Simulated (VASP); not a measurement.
# HgTe (Coloradoite) (F-43m) in VASP: further runs

The runs below take HgTe (Coloradoite) through vibrations by perturbation theory, electric field gradients, elastic constants, with LDA, PBE, PBEsol.

Everything below comes from runs of VASP 6.6.1. Logs are shortened: lines on timing, memory, paths and dates and some standing lists are left out, and cuts for length are marked.

## 1. The cell of the first run

Symmetry: F-43m, No. 216, cubic system. Conventional cell: a = 6.429 Å, b = 6.429 Å, c = 6.429 Å, α = 90.00°, β = 90.00°, γ = 90.00°. Within 3.7 Å of Hg (site symmetry -43m) lie 4 Te at 2.78 Å. Within 3.7 Å of Te (site symmetry -43m) lie 4 Hg at 2.78 Å.

## 2. Vibrations by perturbation theory, LDA

The input, INCAR:

```
ALGO = Normal
EDIFF = 1E-8
ENCUT = 520
IBRION = 8
ISIF = 2
ISMEAR = -1
LASPH = True
LCHARG = False
LREAL = False
LWAVE = False
NBANDS = 16
NELM = 60
NSW = 1
PREC = Accurate
SIGMA = 0.05
```

The input, KPOINTS:

```
k-points
0
Gamma
  5 5 5
```

The input, POSCAR:

```
HgTe
1.0
    0.0000000000      3.2145000000      3.2145000000
    3.2145000000      0.0000000000      3.2145000000
    3.2145000000      3.2145000000      0.0000000000
Hg Te
1 1
Direct
    0.0000000000      0.0000000000      0.0000000000
    0.7500000000      0.7500000000      0.7500000000
```

Potentials or basis: VASP PAW LDA potentials, release 64 (Hg, Te).

The run is started by

```sh
> cat potpaw_LDA.64/Hg/POTCAR potpaw_LDA.64/Te/POTCAR > POTCAR
> mpirun -np 1 vasp_std > vasp.out
```

OUTCAR:

```text
EDIFF = 1E-8
   ENCUT = 520
   IBRION = 8
   ISIF = 2
   ISMEAR = -1
   LASPH = True
   LREAL = False
   NELM = 60
   NSW = 1
   PREC = Accurate

 ion  position               nearest neighbor table
   1  0.000  0.000  0.000-   2 2.78   2 2.78   2 2.78   2 2.78
   2  0.750  0.750  0.750-   1 2.78   1 2.78   1 2.78   1 2.78

  LATTYP: Found a face centered cubic cell.
 ALAT       =     6.4290000000

  Lattice vectors:

 A1 = (   0.0000000000,   3.2145000000,   3.2145000000)
 A2 = (   3.2145000000,   0.0000000000,   3.2145000000)
 A3 = (   3.2145000000,   3.2145000000,   0.0000000000)

Analysis of symmetry for initial positions (statically):
=====================================================================
 Subroutine PRICEL returns:
 Original cell was already a primitive cell.

 Routine SETGRP: Setting up the symmetry group for a
 face centered cubic supercell.

 Subroutine GETGRP returns: Found 24 space group operations
 (whereof 24 operations were pure point group operations)
 out of a pool of 48 trial point group operations.

The static configuration has the point symmetry T_d .

Analysis of symmetry for dynamics (positions and initial velocities):
=====================================================================
 Subroutine PRICEL returns:
 Original cell was already a primitive cell.

 Routine SETGRP: Setting up the symmetry group for a
 face centered cubic supercell.

 Subroutine GETGRP returns: Found 24 space group operations
 (whereof 24 operations were pure point group operations)
 out of a pool of 48 trial point group operations.

The dynamic configuration has the point symmetry T_d .

 Subroutine INISYM returns: Found 24 space group operations
 (whereof 24 operations are pure point group operations),
 and found     1 'primitive' translations

----------------------------------------------------------------------------------------

                                     Primitive cell

  volume of cell :      66.4309

  direct lattice vectors                    reciprocal lattice vectors
     0.000000000  3.214500000  3.214500000    -0.155545186  0.155545186  0.155545186
     3.214500000  0.000000000  3.214500000     0.155545186 -0.155545186  0.155545186
     3.214500000  3.214500000  0.000000000     0.155545186  0.155545186 -0.155545186

  length of vectors
     4.545989496  4.545989496  4.545989496     0.269412165  0.269412165  0.269412165

  position of ions in fractional coordinates (direct lattice)
     0.000000000  0.000000000  0.000000000
     0.750000000  0.750000000  0.750000000

  ion indices of the primitive-cell ions
   primitive index   ion index
                 1           1
                 2           2

----------------------------------------------------------------------------------------

 KPOINTS: k-points

Automatic generation of k-mesh.
 Grid dimensions read from file:
 generate k-points for:    5    5    5

 Generating k-lattice:

  Cartesian coordinates                     Fractional coordinates (reciprocal lattice)
    -0.031109037  0.031109037  0.031109037     0.200000000  0.000000000  0.000000000
     0.031109037 -0.031109037  0.031109037     0.000000000  0.200000000  0.000000000
     0.031109037  0.031109037 -0.031109037     0.000000000  0.000000000  0.200000000

  Length of vectors
     0.053882433  0.053882433  0.053882433

  Shift w.r.t. Gamma in fractional coordinates (k-lattice)
     0.000000000  0.000000000  0.000000000

 Subroutine IBZKPT returns following result:
 ===========================================

 Found     10 irreducible k-points:

 Following reciprocal coordinates:
            Coordinates               Weight
  0.000000  0.000000  0.000000      1.000000
  0.200000  0.000000  0.000000      8.000000
  0.400000  0.000000  0.000000      8.000000
  0.200000  0.200000  0.000000      6.000000
  0.400000  0.200000  0.000000     24.000000
 -0.400000  0.200000  0.000000     24.000000
 -0.200000  0.200000  0.000000     12.000000
  0.400000  0.400000  0.000000      6.000000
 -0.400000  0.400000  0.000000     12.000000
 -0.400000  0.400000  0.200000     24.000000
   k-points           NKPTS =     10   k-points in BZ     NKDIM =     10   number of bands    NBANDS=     16
   number of dos      NEDOS =    301   number of ions     NIONS =      2
   total plane-waves  NPLWV =  46656
   dimension x,y,z NGX =    36 NGY =   36 NGZ =   36
   dimension x,y,z NGXF=    72 NGYF=   72 NGZF=   72
   ions per type =               1   1
   NGX,Y,Z   is equivalent  to a cutoff of  13.17, 13.17, 13.17 a.u.
   NGXF,Y,Z  is equivalent  to a cutoff of  26.33, 26.33, 26.33 a.u.
 SYSTEM =  unknown system
   PREC   = accura    normal or accurate (medium, high low for compatibility)
   ISTART =      0    job   : 0-new  1-cont  2-samecut
   ICHARG =      2    charge: 1-file 2-atom 10-const
   ISPIN  =      1    spin polarized calculation?
   LNONCOLLINEAR =      F non collinear calculations
   LSORBIT =      F    spin-orbit coupling
   LASPH  =      T    aspherical Exc in radial PAW
   ENCUT  =  520.0 eV  38.22 Ry    6.18 a.u.   8.45  8.45  8.45*2*pi/ulx,y,z
   NELM   =     60;   NELMIN=  2; NELMDL= -5     # of ELM steps
   EDIFF  = 0.1E-07   stopping-criterion for ELM
   LREAL  =      F    real-space projection
   EDIFFG = 0.1E-06   stopping-criterion for IOM
   NSW    =      1    number of steps for IOM
   IBRION =      8    ionic relax: 0-MD 1-quasi-New 2-CG
   NFREE  =      0    steps in history (QN), initial steepest desc. (CG)
   ISIF   =      2    stress and relaxation
   ISYM   =      2    0-nonsym 1-usesym 2-fastsym
   POTIM  = 0.5000    time-step for ionic-motion
   TEBEG  =    0.0;   TEEND  =   0.0 temperature during run
   PSTRESS=    0.0 pullay stress
   NELECT =      18.0000    total number of electrons
   NUPDOWN=      -1.0000    fix difference up-down
   EMIN   =  10.00;   EMAX   =-10.00  energy-range for DOS
   EFERMI =   0.00;   METHOD = LEGACY
   ISMEAR =    -1;   SIGMA  =   0.05  broadening in eV -4-tet -1-fermi 0-gaus
   EFERMI_NEDOS =   21; number of points for ismear=-14 and -15
   IALGO  =     38    algorithm
   IMIX   =      4    mixing-type and parameters
     AMIX     =   0.40;   BMIX     =  1.00
     AMIX_MAG =   1.60;   BMIX_MAG =  1.00
  volume/ion in A,a.u.               =      33.22       224.15
  Fermi-wavevector in a.u.,A,eV,Ry     =   1.059357  2.001894 15.268958  1.122237
  Thomas-Fermi vector in A             =   2.194699
   LORBIT       =      0    0 simple, 1 ext, 2 COOP (PROOUT), +10 PAW based schemes
   GGA     = CA    functional components
   LHFCALC =     F    Hartree Fock is set to
   AEXX    =    0.0000 exact exchange contribution
   IVDW    =     0    specifies the selected vdW correction
   LEPSILON=     F    determine dielectric tensor
   LRPA    =     F    only Hartree local field effects (RPA)
 non-spin polarized calculation
  energy-cutoff  :      520.00
  volume of cell :       66.43
 maximum number of plane-waves:      1807
 NGX is ok and might be reduce to    36
   NGX = 17   NGY = 17   NGZ = 17

--------------------------------------- Ionic step        1  -------------------------------------------

 number of electron      18.0000000 magnetization

 Free energy of the ion-electron system (eV)
  ---------------------------------------------------
  ext. energy  EPLUGINS =         0.00000000
  ---------------------------------------------------
  free energy    TOTEN  =        -5.00278761 eV

  energy without entropy =       -5.00124308  energy(sigma->0) =       -5.00201535

 E-fermi :   3.1270     XC(G=0):  -9.1675

 val. band max:        3.0921992745   @ k =   0.0000   0.0000   0.0000
 cond. band min:       3.7258134097   @ k =   0.4000   0.0000   0.0000
 fundamental gap:      0.6336141352
 Fermi energy:         3.1270187602

 k-point     1 :       0.0000    0.0000    0.0000
  band No.  band energies     occupation
      1      -9.0657      2.00000
      2      -4.3916      2.00000
      3      -4.3916      2.00000
      4      -4.3916      2.00000
      5      -3.8408      2.00000
      6      -3.8408      2.00000
[... 169 lines left out ...]
      5      -3.8332      2.00000
      6      -3.4454      2.00000
[... 8 lines left out ...]
     15      13.0626      0.00000
     16      14.6420      0.00000

------------------------ aborting loop because EDIFF is reached ----------------------------------------

  FORCE on cell =-STRESS in cart. coord.  units (eV):
  Direction    XX          YY          ZZ          XY          YZ          ZX
  --------------------------------------------------------------------------------------
  -------------------------------------------------------------------------------------
  Total        0.2421286      0.2421286      0.2421286      0.0000000      0.0000000      0.0000000
  in kB        5.8396434      5.8396434      5.8396434      0.0000000      0.0000000      0.0000000
  external PRESSURE =       5.8396434 kB  Pullay stress =       0.0000000 kB

 VOLUME and BASIS-vectors are now :
 -----------------------------------------------------------------------------
  energy-cutoff  :      520.00
  volume of cell :       66.43
      direct lattice vectors                 reciprocal lattice vectors
     0.000000000  3.214500000  3.214500000    -0.155545186  0.155545186  0.155545186
     3.214500000  0.000000000  3.214500000     0.155545186 -0.155545186  0.155545186
     3.214500000  3.214500000  0.000000000     0.155545186  0.155545186 -0.155545186

 POSITION                                       TOTAL-FORCE (eV/Angst)
 -----------------------------------------------------------------------------------
      0.00000      0.00000      0.00000        -0.000000     -0.000000     -0.000000
      4.82175      4.82175      4.82175         0.000000      0.000000      0.000000
 -----------------------------------------------------------------------------------
    total drift:                               -0.000000     -0.000000      0.000000

  FREE ENERGIE OF THE ION-ELECTRON SYSTEM (eV)
  ---------------------------------------------------
  free  energy   TOTEN  =        -5.0027876149 eV

  energy  without entropy=       -5.0012430812  energy(sigma->0) =       -5.00201535

[... ionic steps 2 to 3 ...]

--------------------------------------- Ionic step        4  -------------------------------------------

------------------------ aborting loop because EDIFF is reached ----------------------------------------

[... ionic steps 5 to 6 ...]

--------------------------------------- Ionic step        7  -------------------------------------------

 Free energy of the ion-electron system (eV)
  ---------------------------------------------------
  ---------------------------------------------------
  free energy    TOTEN  =        -0.04874641 eV

  energy without entropy =       -0.04874641

------------------------ aborting loop because EDIFF is reached ----------------------------------------

 INTERNAL STRAIN TENSOR  FOR ION    2  DIRECTION 1   (eV/Angst):
 -----------------------------------------------------------------------------
     0.01223 -0.00000  0.00000
     0.00000  0.00036  5.60469
     0.00000  5.60469  0.00036

 INTERNAL STRAIN TENSOR FOR ION    2 for displacements in x,y,z  (eV/Angst):
          X           Y           Z          XY          YZ          ZX
  --------------------------------------------------------------------------------
  x     0.00000    -0.00000    -0.00000     0.00000     5.60469    -0.00000
  y     0.00000     0.00000     0.00000    -0.00000     0.00000     5.60469
  z    -0.00000    -0.00000     0.00000     5.60469    -0.00000     0.00000

 SECOND DERIVATIVES (NOT SYMMETRIZED)
 ------------------------------------
               1X          1Y          1Z          2X          2Y          2Z
  1X    -4.071528    0.000000    0.000000    4.071528    0.000000    0.000000
  1Y     0.000000   -4.071528    0.000000    0.000000    4.071528    0.000000
  1Z     0.000000    0.000000   -4.071528    0.000000    0.000000    4.071528
  2X     4.068943    0.000000    0.000000   -4.068943    0.000000    0.000000
  2Y     0.000000    4.068943    0.000000    0.000000   -4.068943    0.000000
  2Z     0.000000    0.000000    4.068943    0.000000    0.000000   -4.068943

 Eigenvectors and eigenvalues of the dynamical matrix
 ----------------------------------------------------

   1 f  =    3.571312 THz    22.439218 2PiTHz  119.126162 cm-1    14.769755 meV
             X         Y         Z           dx          dy          dz
      0.000000  0.000000  0.000000    -0.236609   -0.576481    0.025220
      4.821750  4.821750  4.821750     0.296567    0.722564   -0.031611
[... 21 lines left out ...]
   6 f/i=    0.000553 THz     0.003475 2PiTHz    0.018447 cm-1     0.002287 meV
             X         Y         Z           dx          dy          dz
      0.000000  0.000000  0.000000     0.272873   -0.629578    0.374461
      4.821750  4.821750  4.821750     0.217706   -0.502294    0.298755

--------------------------------------------------------------------------------------------------------

 ELASTIC MODULI CONTR FROM IONIC RELAXATION (kBar)
 Direction    XX          YY          ZZ          XY          YZ          ZX
 --------------------------------------------------------------------------------
 XX          -0.0000     -0.0000     -0.0000      0.0000      0.0000      0.0000
 YY          -0.0000     -0.0000     -0.0000      0.0000      0.0000      0.0000
 ZZ          -0.0000     -0.0000     -0.0000      0.0000      0.0000      0.0000
 XY           0.0000      0.0000      0.0000   -195.8336      0.0000      0.0000
 YZ           0.0000      0.0000      0.0000      0.0000   -195.8336      0.0000
 ZX           0.0000      0.0000      0.0000      0.0000      0.0000   -195.8336
 --------------------------------------------------------------------------------
```

Wall time 68 s (1 thread of Intel Xeon Platinum 8375C at 2.90GHz (Ice Lake), shared host); peak memory 0.25 GiB.

Results:

* Highest phonon frequency at Γ, LO-TO splitting left out: 119 cm⁻¹

Phonon frequencies in cm⁻¹ (negative: imaginary):
```
              q point        frequencies
(0.000, 0.000, 0.000)  0 0 0 119 119 119
```

Caveat: spin-orbit coupling is left out, which moves the levels of the heavy elements.

(Part 1 of 3 ends here.)
